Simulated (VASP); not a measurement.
# ZnS (Cm) in VASP: further runs, part 2 of 2

VASP 6.6.1. The steps go on from the part before.

## (4) Single point, PBE

This run uses another cell than the first one, of the same volume but with other edges.

File INCAR:

```
ALGO     = Normal         # electronic algorithm
EDIFF    = 1E-6           # SCF threshold, eV
ENCUT    = 520            # plane-wave cutoff, eV
GGA      = PE             # functional
ISIF     = 2              # what is computed and relaxed
ISMEAR   = 0              # smearing method
LASPH    = T              # aspherical terms in the spheres
LCHARG   = F              # write CHGCAR
LREAL    = F              # projectors in reciprocal space
LWAVE    = F              # write WAVECAR
NBANDS   = 46             # bands
NELM     = 60             # most SCF steps
PREC     = Accurate       # precision mode
SIGMA    = 0.05           # smearing width, eV
```

File KPOINTS:

```
k-points
0
Gamma
  8 8 2
```

File POSCAR:

```
ZnS
1.0
   -3.8454929872      0.0000000000      0.0000000000
   -1.9227464936     -3.3302946170      0.0000000000
   -0.9615655215     -0.5551601127     12.6106666151
Zn S
4 4
Direct
    0.2239181388      0.2239181388      0.6563598951
    0.3072681388      0.3072681388      0.1563598951
    0.5155764722      0.5155764722      0.9063598951
    0.5989264722      0.5989264722      0.4063598951
    0.1926985278      0.1926985278      0.8436401049
    0.2760485278      0.2760485278      0.3436401049
    0.6510568612      0.6510568612      0.0936401049
    0.5677068612      0.5677068612      0.5936401049
```

Potentials or basis: VASP PAW PBE potentials, release 64 (Zn, S).

Command:

```
> cat potpaw_PBE.64/Zn/POTCAR potpaw_PBE.64/S/POTCAR > POTCAR
> mpirun -np 1 vasp_std > vasp.out
```

OUTCAR:

```text
EDIFF = 1E-6
   ENCUT = 520
   GGA = PE
   ISIF = 2
   ISMEAR = 0
   LASPH = T
   LREAL = F
   NELM = 60
   PREC = Accurate

 ion  position               nearest neighbor table
   1  0.224  0.224  0.656-   8 2.36   8 2.36   8 2.36   5 2.36
   2  0.307  0.307  0.156-   7 2.36   7 2.36   7 2.36   6 2.36
   3  0.516  0.516  0.906-   5 2.36   5 2.36   5 2.36   7 2.61
   4  0.599  0.599  0.406-   6 2.36   6 2.36   6 2.36   8 2.36
   5  0.193  0.193  0.844-   3 2.36   3 2.36   3 2.36   1 2.36
   6  0.276  0.276  0.344-   4 2.36   4 2.36   4 2.36   2 2.36
   7  0.651  0.651  0.094-   2 2.36   2 2.36   2 2.36   3 2.61
   8  0.568  0.568  0.594-   1 2.36   1 2.36   1 2.36   4 2.36

  LATTYP: Found a base centered monoclinic cell.
 ALAT       =     6.6605892340
 B/A-ratio  =     0.5773502692
 C/A-ratio  =     1.9006504526
 COS(beta)  =    -0.0877068163

  Lattice vectors:

 A1 = (   3.8454929872,   0.0000000000,   0.0000000000)
 A2 = (   1.9227464936,   3.3302946170,   0.0000000000)
 A3 = (  -0.9615655215,  -0.5551601127,  12.6106666151)

Analysis of symmetry for initial positions (statically):
=====================================================================
 Subroutine PRICEL returns:
 Original cell was already a primitive cell.

 Routine SETGRP: Setting up the symmetry group for a
 base centered monoclinic supercell.

 Subroutine GETGRP returns: Found  2 space group operations
 (whereof  2 operations were pure point group operations)
 out of a pool of  4 trial point group operations.

The static configuration has the point symmetry C_1h.

Analysis of symmetry for dynamics (positions and initial velocities):
=====================================================================
 Subroutine PRICEL returns:
 Original cell was already a primitive cell.

 Routine SETGRP: Setting up the symmetry group for a
 base centered monoclinic supercell.

[... 140 lines left out ...]
   LORBIT       =      0    0 simple, 1 ext, 2 COOP (PROOUT), +10 PAW based schemes
   GGA     = PE    functional components
   LHFCALC =     F    Hartree Fock is set to
   AEXX    =    0.0000 exact exchange contribution
   IVDW    =     0    specifies the selected vdW correction
   LEPSILON=     F    determine dielectric tensor
   LRPA    =     F    only Hartree local field effects (RPA)
 non-spin polarized calculation
 Gauss-broadening in eV      SIGMA  =   0.05
  energy-cutoff  :      520.00
  volume of cell :      161.50
 maximum number of plane-waves:      4383
 NGX is ok and might be reduce to    30

 number of electron      72.0000018 magnetization

 Free energy of the ion-electron system (eV)
  ---------------------------------------------------
  ext. energy  EPLUGINS =         0.00000000
  ---------------------------------------------------
  free energy    TOTEN  =       -27.04149515 eV

  energy without entropy =      -27.04149515  energy(sigma->0) =      -27.04149515

 E-fermi :   2.2229     XC(G=0):  -9.5410

 val. band max:        1.9768976735   @ k =   0.0000   0.0000   0.0000
 cond. band min:       3.7787219590   @ k =   0.0000   0.0000   0.0000
 fundamental gap:      1.8018242855
 Fermi energy:         2.2228527164

 k-point     1 :       0.0000    0.0000    0.0000
  band No.  band energies     occupation
      1     -11.1164      2.00000
      2     -10.7271      2.00000
      3     -10.5649      2.00000
      4     -10.0978      2.00000
      5      -4.5098      2.00000
      6      -4.4994      2.00000
[... 1165 lines left out ...]
     45       9.0759      0.00000
     46       9.1384      0.00000

 [... further k-points ...]

------------------------ aborting loop because EDIFF is reached ----------------------------------------

  FORCE on cell =-STRESS in cart. coord.  units (eV):
  Direction    XX          YY          ZZ          XY          YZ          ZX
  --------------------------------------------------------------------------------------
  -------------------------------------------------------------------------------------
  Total       -0.8961045      0.0914062     -0.3065909     -0.8552094      0.7763936      1.3447532
  in kB       -8.8898924      0.9068046     -3.0415653     -8.4841885      7.7022893     13.3407564
  external PRESSURE =      -3.6748844 kB  Pullay stress =       0.0000000 kB

 VOLUME and BASIS-vectors are now :
 -----------------------------------------------------------------------------
  energy-cutoff  :      520.00
  volume of cell :      161.50
      direct lattice vectors                 reciprocal lattice vectors
    -3.845492987  0.000000000  0.000000000    -0.260044682  0.150136867 -0.013218968
    -1.922746494 -3.330294617  0.000000000     0.000000000 -0.300273734 -0.013218968
    -0.961565521 -0.555160113 12.610666615     0.000000000  0.000000000  0.079297949

 POSITION                                       TOTAL-FORCE (eV/Angst)
 -----------------------------------------------------------------------------------
     -1.92275     -1.11010      8.27714        -0.017423     -0.010059     -0.096287
     -1.92275     -1.11010      1.97180         0.035603      0.020555      0.043093
     -3.84549     -2.22020     11.42980        -0.357169     -0.206211      0.238290
     -3.84549     -2.22020      5.12447         0.003571      0.002062     -0.103850
     -1.92275     -1.11010     10.63886        -0.097240     -0.056141      0.160038
     -1.92275     -1.11010      4.33353         0.020285      0.011711      0.115347
     -3.84549     -2.22020      1.18086         0.410259      0.236863     -0.446424
     -3.84549     -2.22020      7.48620         0.002114      0.001220      0.089792
 -----------------------------------------------------------------------------------
    total drift:                               -0.002037     -0.001176     -0.000112

  FREE ENERGIE OF THE ION-ELECTRON SYSTEM (eV)
  ---------------------------------------------------
  free  energy   TOTEN  =       -27.0414951543 eV

  energy  without entropy=      -27.0414951543  energy(sigma->0) =      -27.04149515
```

OSZICAR:

```text
N       E                     dE             d eps       ncg     rms          rms(c)
DAV:   1     0.588296753008E+03    0.58830E+03   -0.33128E+04  3864   0.187E+03
DAV:   2     0.517515749111E+02   -0.53655E+03   -0.51607E+03  3864   0.433E+02
DAV:   3    -0.250503311360E+02   -0.76802E+02   -0.75696E+02  4272   0.151E+02
DAV:   4    -0.287750515879E+02   -0.37247E+01   -0.37083E+01  4712   0.335E+01
DAV:   5    -0.288332831575E+02   -0.58232E-01   -0.58203E-01  4572   0.427E+00    0.132E+01
DAV:   6    -0.270086778215E+02    0.18246E+01   -0.36564E+00  5920   0.416E+01    0.102E+01
DAV:   7    -0.271034705404E+02   -0.94793E-01   -0.43523E+00  4378   0.840E+00    0.401E+00
DAV:   8    -0.270399917271E+02    0.63479E-01   -0.32620E-01  4914   0.541E+00    0.119E+00
DAV:   9    -0.270405256654E+02   -0.53394E-03   -0.69882E-02  5006   0.323E+00    0.371E-01
DAV:  10    -0.270409945827E+02   -0.46892E-03   -0.71228E-03  4590   0.118E+00    0.201E-01
DAV:  11    -0.270413307505E+02   -0.33617E-03   -0.10574E-03  5062   0.527E-01    0.928E-02
DAV:  12    -0.270414842734E+02   -0.15352E-03   -0.42274E-04  4346   0.222E-01    0.458E-02
DAV:  13    -0.270414860352E+02   -0.17618E-05   -0.87452E-05  4680   0.135E-01    0.213E-02
DAV:  14    -0.270414919621E+02   -0.59269E-05   -0.87591E-06  4328   0.474E-02    0.103E-02
DAV:  15    -0.270414949995E+02   -0.30374E-05   -0.55111E-06  4126   0.206E-02    0.352E-03
DAV:  16    -0.270414951543E+02   -0.15485E-06   -0.10679E-06  3002   0.133E-02
   1 F= -.27041495E+02 E0= -.27041495E+02  d E =-.689418E-14
```

Run time: 3.4 min. Hardware: 1 thread of Intel Xeon 6975P-C (Granite Rapids), shared host; peak memory 0.4 GiB.

Results:

| Item | Value |
| --- | --- |
| Free energy | -27.0415 eV |
| Pressure | -0.4 GPa |
| Largest force | 0.651 eV/Å |
| Band gap on the k mesh | 1.80 eV, direct |

Forces on the atoms (eV/Å):
```
Zn  -0.017 -0.010 -0.096
Zn   0.036  0.021  0.043
Zn  -0.357 -0.206  0.238
Zn   0.004  0.002 -0.104
S   -0.097 -0.056  0.160
S    0.020  0.012  0.115
S    0.410  0.237 -0.446
S    0.002  0.001  0.090
```

Stress tensor (GPa, compression positive):
```
-0.89 -0.85  1.33
-0.85  0.09  0.77
 1.33  0.77 -0.30
```

## (5) The runs side by side

```tsv
cell	gap on the mesh (eV)	pressure (GPa)	largest force (eV/Å)
a = 3.845, b = 3.845, c = 13.196 Å, angles 75.2, 75.2, 60.0°, 8 atoms	1.25	-0.1	0.46
a = 3.845, b = 3.845, c = 13.564 Å, angles 71.4, 71.4, 60.0°, 8 atoms	1.32	-0.1	0.75
a = 3.845, b = 3.845, c = 12.659 Å, angles 85.6, 85.6, 60.0°, 8 atoms	1.80	-0.4	0.65
```

Alike in all rows: task single point; level PBE; potentials or basis VASP PAW PBE potentials, release 64 (Zn, S); no spin polarisation; k mesh 8 × 8 × 2; cutoff (eV) 520; smearing gaussian 0.05 eV.

Absolute energies hang on the potentials; compare differences alone.
